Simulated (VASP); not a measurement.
# MgH2 (P1) in VASP: a series of runs

The runs below take MgH2 through single point, with PBEsol.

Everything below comes from runs of VASP 6.6.1. Logs are shortened: lines on timing, memory, paths and dates and some standing lists are left out, and cuts for length are marked.

### Step 1. The cell of the first run

The typed cell holds 3 atoms: a = 3.367 Å, b = 3.367 Å, c = 3.367 Å, α = 60.00°, β = 60.00°, γ = 60.00°.

### Step 2. Single point, PBEsol

INCAR

```
ALGO     = Normal         # electronic algorithm
EDIFF    = 1E-6           # SCF threshold, eV
ENCUT    = 600            # plane-wave cutoff, eV
GGA      = PS             # functional
GGA_COMPAT= False        
ISIF     = 2              # what is computed and relaxed
ISMEAR   = -1             # smearing method
LASPH    = True           # aspherical terms in the spheres
LCHARG   = True           # write CHGCAR
LELF     = True           # ELF
LREAL    = False          # projectors in reciprocal space
LVHAR    = True         
LWAVE    = False          # write WAVECAR
NBANDS   = 9              # bands
NELM     = 120            # most SCF steps
PREC     = Accurate       # precision mode
SIGMA    = 0.05           # smearing width, eV
```

KPOINTS

```
k-points
0
Gamma
  5 5 5
```

POSCAR

```
MgH2
1.0
    0.0000000000      2.3810670000      2.3810670000
    2.3810670000      0.0000000000      2.3810670000
    2.3810670000      2.3810670000      0.0000000000
Mg H
1 2
Direct
   -0.0028649455      0.0024901249      0.0028945664
    0.7629757829      0.7384227384      0.7314929820
    0.3061044836      0.2015347627      0.1987125247
```

Potentials or basis: VASP PAW PBE potentials, release 64 (Mg, H).

On the command line:

```
cat potpaw_PBE.64/Mg/POTCAR potpaw_PBE.64/H/POTCAR > POTCAR
mpirun -np 1 vasp_std > vasp.out
```

OUTCAR:

```text
EDIFF = 1E-6
   ENCUT = 600
   GGA = PS
   ISIF = 2
   ISMEAR = -1
   LASPH = True
   LREAL = False
   NELM = 120
   PREC = Accurate

 ion  position               nearest neighbor table
   1  0.997  0.002  0.003-   3 1.91   3 1.95   2 2.00   2 2.02   2 2.11   2 2.12   3 2.21   3 2.22

   2  0.763  0.738  0.731-   1 2.00   1 2.02   1 2.11   1 2.12
   3  0.306  0.202  0.199-   1 1.91   1 1.95   1 2.21   1 2.22

  LATTYP: Found a face centered cubic cell.
 ALAT       =     4.7621340000

  Lattice vectors:

 A1 = (   0.0000000000,   2.3810670000,   2.3810670000)
 A2 = (   2.3810670000,   0.0000000000,   2.3810670000)
 A3 = (   2.3810670000,   2.3810670000,   0.0000000000)

Analysis of symmetry for initial positions (statically):
=====================================================================
 Subroutine PRICEL returns:
 Original cell was already a primitive cell.

 Routine SETGRP: Setting up the symmetry group for a
 face centered cubic supercell.

 Subroutine GETGRP returns: Found  1 space group operations
 (whereof  1 operations were pure point group operations)
 out of a pool of 48 trial point group operations.

The static configuration has the point symmetry C_1 .

Analysis of symmetry for dynamics (positions and initial velocities):
=====================================================================
 Subroutine PRICEL returns:
 Original cell was already a primitive cell.

 Routine SETGRP: Setting up the symmetry group for a
 face centered cubic supercell.

 Subroutine GETGRP returns: Found  1 space group operations
 (whereof  1 operations were pure point group operations)
 out of a pool of 48 trial point group operations.

The dynamic configuration has the point symmetry C_1 .

 Subroutine INISYM returns: Found  1 space group operations
 (whereof  1 operations are pure point group operations),
 and found     1 'primitive' translations

----------------------------------------------------------------------------------------

                                     Primitive cell

  volume of cell :      26.9988

  direct lattice vectors                    reciprocal lattice vectors
     0.000000000  2.381067000  2.381067000    -0.209989891  0.209989891  0.209989891
     2.381067000  0.000000000  2.381067000     0.209989891 -0.209989891  0.209989891
     2.381067000  2.381067000  0.000000000     0.209989891  0.209989891 -0.209989891

  length of vectors
     3.367337244  3.367337244  3.367337244     0.363713160  0.363713160  0.363713160
[... 83 lines left out ...]
   EDIFF  = 0.1E-05   stopping-criterion for ELM
   LREAL  =      F    real-space projection
   EDIFFG = 0.1E-04   stopping-criterion for IOM
   NSW    =      0    number of steps for IOM
   IBRION =     -1    ionic relax: 0-MD 1-quasi-New 2-CG
   NFREE  =      0    steps in history (QN), initial steepest desc. (CG)
   ISIF   =      2    stress and relaxation
   ISYM   =      2    0-nonsym 1-usesym 2-fastsym
   POTIM  = 0.5000    time-step for ionic-motion
   TEBEG  =    0.0;   TEEND  =   0.0 temperature during run
   PSTRESS=    0.0 pullay stress
   NELECT =       4.0000    total number of electrons
   NUPDOWN=      -1.0000    fix difference up-down
   EMIN   =  10.00;   EMAX   =-10.00  energy-range for DOS
   EFERMI =   0.00;   METHOD = LEGACY
   ISMEAR =    -1;   SIGMA  =   0.05  broadening in eV -4-tet -1-fermi 0-gaus
   EFERMI_NEDOS =   21; number of points for ismear=-14 and -15
   IALGO  =     38    algorithm
   IMIX   =      4    mixing-type and parameters
     AMIX     =   0.40;   BMIX     =  1.00
     AMIX_MAG =   1.60;   BMIX_MAG =  1.00
  volume/ion in A,a.u.               =       9.00        60.73
  Fermi-wavevector in a.u.,A,eV,Ry     =   0.866257  1.636988 10.209818  0.750400
  Thomas-Fermi vector in A             =   1.984619
   LORBIT       =      0    0 simple, 1 ext, 2 COOP (PROOUT), +10 PAW based schemes
   GGA     = PS    functional components
   LHFCALC =     F    Hartree Fock is set to
   AEXX    =    0.0000 exact exchange contribution
   IVDW    =     0    specifies the selected vdW correction
   LEPSILON=     F    determine dielectric tensor
   LRPA    =     F    only Hartree local field effects (RPA)
 non-spin polarized calculation
  energy-cutoff  :      600.00
  volume of cell :       27.00
 maximum number of plane-waves:       914
   NGX = 13   NGY = 13   NGZ = 13

 number of electron       4.0000000 magnetization

 Free energy of the ion-electron system (eV)
  ---------------------------------------------------
  ext. energy  EPLUGINS =         0.00000000
  ---------------------------------------------------
  free energy    TOTEN  =        -8.50978918 eV

  energy without entropy =       -8.50705355  energy(sigma->0) =       -8.50842136

 E-fermi :   2.8041     XC(G=0):  -9.0854

 val. band max:        2.4756145782   @ k =   0.2000   0.2000   0.0000
 cond. band min:       2.8833724404   @ k =   0.0000  -0.4000   0.4000
 fundamental gap:      0.4077578622
 Fermi energy:         2.8041238919

 k-point     1 :       0.0000    0.0000    0.0000
  band No.  band energies     occupation
      1      -7.0682      2.00000
      2       3.9928      0.00000
      3      11.9869      0.00000
      4      12.1584      0.00000
      5      12.2009      0.00000
      6      14.5489      0.00000
      7      14.6316      0.00000
      8      14.6699      0.00000
      9      15.7466      0.00000
[... 265 lines left out ...]
 k-point    24 :       0.4000    0.0000    0.2000
  band No.  band energies     occupation
      1      -4.5012      2.00000
      2       0.3541      2.00000
      3       6.9396      0.00000
      4       7.8752      0.00000
      5       8.9572      0.00000
      6      14.2983      0.00000
      7      15.8357      0.00000
      8      17.0444      0.00000
      9      17.5367      0.00000

 [... further k-points ...]
[... 5 lines left out ...]
  --------------------------------------------------------------------------------------
  -------------------------------------------------------------------------------------
  Total       -0.0020724     -0.0394381     -0.0410379     -0.0153976      0.1741030     -0.0463995
  in kB       -0.1229808     -2.3403571     -2.4352938     -0.9137297     10.3317054     -2.7534645
  external PRESSURE =      -1.6328772 kB  Pullay stress =       0.0000000 kB

 VOLUME and BASIS-vectors are now :
 -----------------------------------------------------------------------------
  energy-cutoff  :      600.00
  volume of cell :       27.00
      direct lattice vectors                 reciprocal lattice vectors
     0.000000000  2.381067000  2.381067000    -0.209989891  0.209989891  0.209989891
     2.381067000  0.000000000  2.381067000     0.209989891 -0.209989891  0.209989891
     2.381067000  2.381067000  0.000000000     0.209989891  0.209989891 -0.209989891

 POSITION                                       TOTAL-FORCE (eV/Angst)
 -----------------------------------------------------------------------------------
      0.01282      2.38114      2.38017        -0.500272      0.032803      0.072937
      3.49997      3.55843      3.57493        -0.116237      0.058283      0.006769
      0.95302      1.20200      1.20872         0.616509     -0.091086     -0.079706
 -----------------------------------------------------------------------------------
    total drift:                                0.000152     -0.000001     -0.000013

  FREE ENERGIE OF THE ION-ELECTRON SYSTEM (eV)
  ---------------------------------------------------
  free  energy   TOTEN  =        -8.5097891758 eV

  energy  without entropy=       -8.5070535505  energy(sigma->0) =       -8.50842136
```

OSZICAR:

```text
N       E                     dE             d eps       ncg     rms          rms(c)
DAV:   1    -0.311238063731E+01   -0.31124E+01   -0.18777E+03  1166   0.377E+02
DAV:   2    -0.898646155327E+01   -0.58741E+01   -0.55312E+01  1544   0.438E+01
DAV:   3    -0.915319957448E+01   -0.16674E+00   -0.16659E+00  1401   0.683E+00
DAV:   4    -0.915360228769E+01   -0.40271E-03   -0.40271E-03  1572   0.303E-01
DAV:   5    -0.915360305227E+01   -0.76458E-06   -0.76447E-06  1390   0.111E-02    0.441E+00
DAV:   6    -0.867745528362E+01    0.47615E+00   -0.35317E-01  1209   0.219E+00    0.221E+00
DAV:   7    -0.850784189322E+01    0.16961E+00   -0.43173E-01  1232   0.264E+00    0.343E-01
DAV:   8    -0.850986339520E+01   -0.20215E-02   -0.61690E-03  1301   0.482E-01    0.588E-02
DAV:   9    -0.850978365469E+01    0.79741E-04   -0.24804E-04  1258   0.642E-02    0.118E-02
DAV:  10    -0.850978935600E+01   -0.57013E-05   -0.76742E-06  1381   0.159E-02    0.326E-03
DAV:  11    -0.850978917575E+01    0.18024E-06   -0.11750E-06  1054   0.505E-03
   1 F= -.85097892E+01 E0= -.85084214E+01  d E =-.273563E-02
```

It took 8.5 s on 1 thread of Intel Xeon 6975P-C (Granite Rapids), shared host; peak memory 0.16 GiB.

What came out:

- Free energy: -8.5098 eV
- Pressure: -0.2 GPa
- Largest force: 0.628 eV/Å
- Band gap on the k mesh: zero (band 2 reaches 3.99 eV, above the bottom of band 3 at 2.88 eV)

Forces in eV/Å, atoms in the order of the input:
```
Mg  -0.500  0.033  0.073
H   -0.116  0.058  0.007
H    0.617 -0.091 -0.080
```

Levels at points of the mesh, in eV from the Fermi level:
| k point | band 1 | band 2 | band 3 | band 4 | band 5 | band 6 |
| --- | --- | --- | --- | --- | --- | --- |
| (0.00, 0.00, 0.00) | -9.87 | 1.19 | 9.18 | 9.35 | 9.40 | 11.74 |

Caveat: the k points lie up to 0.46 Å⁻¹ apart; the PAW data sets were made with another functional, which shifts forces and pressure a little.

### Step 3. Single point, PBEsol

INCAR

```
  PREC = Accurate
  ENCUT = 600
  EDIFF = 1E-6
  ISMEAR = -1
  SIGMA = 0.05
  LREAL = False
  LASPH = True
  NELM = 120
  ALGO = Normal
  ISIF = 2
  LWAVE = False
  LCHARG = False
  GGA = PS
  NBANDS = 9
  GGA_COMPAT = False
```

KPOINTS

```
regular mesh
0
Gamma
  5 5 5
```

POSCAR

```
MgH2
1.0
    0.0000000000      2.3810670000      2.3810670000
    2.3810670000      0.0000000000      2.3810670000
    2.3810670000      2.3810670000      0.0000000000
Mg H
1 2
Direct
   -0.0031831553      0.0027702265      0.0032199565
    0.7649124855      0.7366920424      0.7290576962
    0.3118406141      0.1965115031      0.1933018319
```

Potentials or basis: VASP PAW PBE potentials, release 64 (Mg, H).

On the command line:

```
cat potpaw_PBE.64/Mg/POTCAR potpaw_PBE.64/H/POTCAR > POTCAR
mpirun -np 1 vasp_std > vasp.out
```

It took 7.8 s on 1 thread of Intel Xeon 6975P-C (Granite Rapids), shared host; peak memory 0.16 GiB.

It converged, with:

```yaml
Free_energy: -8.4939 eV
Pressure: 0.1 GPa
Largest_force: 0.689 eV/Å
Band_gap_on_the_k_mesh: zero (band 2 reaches 3.98 eV, above the bottom of band 3 at 2.88 eV)
```

Forces in eV/Å, atoms in the order of the input:
```
Mg  -0.553  0.040  0.085
H   -0.122  0.064  0.006
H    0.675 -0.104 -0.091
```

Stress tensor (GPa, compression positive):
```
 0.24 -0.10 -0.32
-0.10  0.00  1.17
-0.32  1.17 -0.01
```

Levels at points of the mesh, in eV from the Fermi level:
| k point | band 1 | band 2 | band 3 | band 4 | band 5 | band 6 |
| --- | --- | --- | --- | --- | --- | --- |
| (0.00, 0.00, 0.00) | -9.87 | 1.18 | 9.16 | 9.36 | 9.41 | 11.73 |

Caveat: the k points lie up to 0.46 Å⁻¹ apart; the PAW data sets were made with another functional, which shifts forces and pressure a little.

### Step 4. Single point, PBEsol

INCAR

```
PREC = Accurate
ENCUT = 600
EDIFF = 1E-6
ISMEAR = -1
SIGMA = 0.05
LREAL = F
LASPH = T
NELM = 120
ALGO = Normal
ISIF = 2
LWAVE = F
LCHARG = F
GGA = PS
NBANDS = 9
GGA_COMPAT = F
```

KPOINTS

```
Automatic mesh
0
Gamma
  5 5 5
```

POSCAR

```
MgH2
1.0
    0.0000000000      2.3810670000      2.3810670000
    2.3810670000      0.0000000000      2.3810670000
    2.3810670000      2.3810670000      0.0000000000
Mg H
1 2
Direct
   -0.0034873239      0.0030398215      0.0035329616
    0.7669464758      0.7348697850      0.7265891521
    0.3171408994      0.1918331359      0.1882230178
```

On the command line:

```
cat potpaw_PBE.64/Mg/POTCAR potpaw_PBE.64/H/POTCAR > POTCAR
mpirun -np 1 vasp_std > vasp.out
```

Wall time 8.1 s (1 thread of Intel Xeon 6975P-C (Granite Rapids), shared host); peak memory 0.16 GiB.

It converged, with:

```
Free energy            : -8.4778 eV
Pressure               : 0.3 GPa
Largest force          : 0.744 eV/Å
Band gap on the k mesh : zero (band 2 reaches 3.97 eV, above the bottom of band 3 at 2.88 eV)
```

Forces on the atoms (eV/Å):
```
Mg  -0.602  0.047  0.098
H   -0.126  0.069  0.004
H    0.728 -0.116 -0.101
```

Stress tensor (GPa, compression positive):
```
 0.48 -0.11 -0.36
-0.11  0.24  1.30
-0.36  1.30  0.23
```

Levels at points of the mesh, in eV from the Fermi level:
| k point | band 1 | band 2 | band 3 | band 4 | band 5 | band 6 |
| --- | --- | --- | --- | --- | --- | --- |
| (0.00, 0.00, 0.00) | -9.87 | 1.17 | 9.14 | 9.37 | 9.42 | 11.72 |

Caveat: the k points lie up to 0.46 Å⁻¹ apart; the PAW data sets were made with another functional, which shifts forces and pressure a little.

### Step 5. Single point, PBEsol

INCAR

```
PREC = Accurate ; ENCUT = 600
EDIFF = 1E-6 ; ISMEAR = -1
SIGMA = 0.05 ; LREAL = F
LASPH = T ; NELM = 120
ALGO = Normal ; ISIF = 2
LWAVE = F ; LCHARG = F
GGA = PS ; NBANDS = 9
GGA_COMPAT = F
```

KPOINTS is that of step 4.

POSCAR

```
MgH2
1.0
    0.0000000000      2.3810670000      2.3810670000
    2.3810670000      0.0000000000      2.3810670000
    2.3810670000      2.3810670000      0.0000000000
Mg H
1 2
Direct
   -0.0037760329      0.0032979963      0.0038324509
    0.7690810245      0.7329509514      0.7240889209
    0.3219678790      0.1875266968      0.1835017697
```

On the command line:

```
cat potpaw_PBE.64/Mg/POTCAR potpaw_PBE.64/H/POTCAR > POTCAR
mpirun -np 1 vasp_std > vasp.out
```

Run time: 8 s. Hardware: 1 thread of Intel Xeon 6975P-C (Granite Rapids), shared host; peak memory 0.16 GiB.

It converged, with:

```
Free energy            : -8.4619 eV
Pressure               : 0.6 GPa
Largest force          : 0.792 eV/Å
Band gap on the k mesh : zero (band 2 reaches 3.96 eV, above the bottom of band 3 at 2.87 eV)
```

Forces in eV/Å, atoms in the order of the input:
```
Mg  -0.648  0.053  0.109
H   -0.126  0.073  0.002
H    0.774 -0.126 -0.111
```

Stress tensor (GPa, compression positive):
```
 0.72 -0.12 -0.40
-0.12  0.50  1.42
-0.40  1.42  0.48
```

Levels at points of the mesh, in eV from the Fermi level:
| k point | band 1 | band 2 | band 3 | band 4 | band 5 | band 6 | band 7 |
| --- | --- | --- | --- | --- | --- | --- | --- |
| (0.00, 0.00, 0.00) | -9.87 | 1.16 | 9.13 | 9.38 | 9.43 | 11.70 | 11.82 |

Caveat: the k points lie up to 0.46 Å⁻¹ apart; the PAW data sets were made with another functional, which shifts forces and pressure a little.
